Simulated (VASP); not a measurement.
A run of VASP 6.6.1:

File INCAR:

```
SYSTEM = TaN
  PREC = Accurate
  ENCUT = 520
  EDIFF = 1E-6
  ISMEAR = 0
  SIGMA = 0.022
  LREAL = .FALSE.
  LASPH = .TRUE.
  NELM = 60
  ALGO = Normal
  ISIF = 2
  LWAVE = .FALSE.
  LCHARG = .TRUE.
  GGA = PE
  LELF = .TRUE.
  LVHAR = .TRUE.
  NBANDS = 15
```

The input KPOINTS:

```
regular mesh
0
G
  10 10 10
  0 0 0
```

Contents of POSCAR:

```
TaN
1.0
    0.0000000000      2.2113230000      2.2113230000
    2.2113230000      0.0000000000      2.2113230000
    2.2113230000      2.2113230000      0.0000000000
Ta N
1 1
Direct
    0.5000000000      0.5000000000      0.5000000000
    0.0000000000      0.0000000000      0.0000000000
```

Potentials or basis: VASP PAW PBE potentials, release 64 (Ta_pv, N).

Launch:

```console
$ cat potpaw_PBE.64/Ta_pv/POTCAR potpaw_PBE.64/N/POTCAR > POTCAR
$ mpirun -np 1 vasp_std > vasp.out
```

Hardware: 1 thread of Intel Xeon 6975P-C, with other jobs on the host.

**Question.** Estimate the wall time of this run.

**Answer.** Wall time 9.3 s on 1 thread of Intel Xeon 6975P-C, on a shared host, peak memory 0.15 GiB. Counts: scf iterations 12, k points 47.
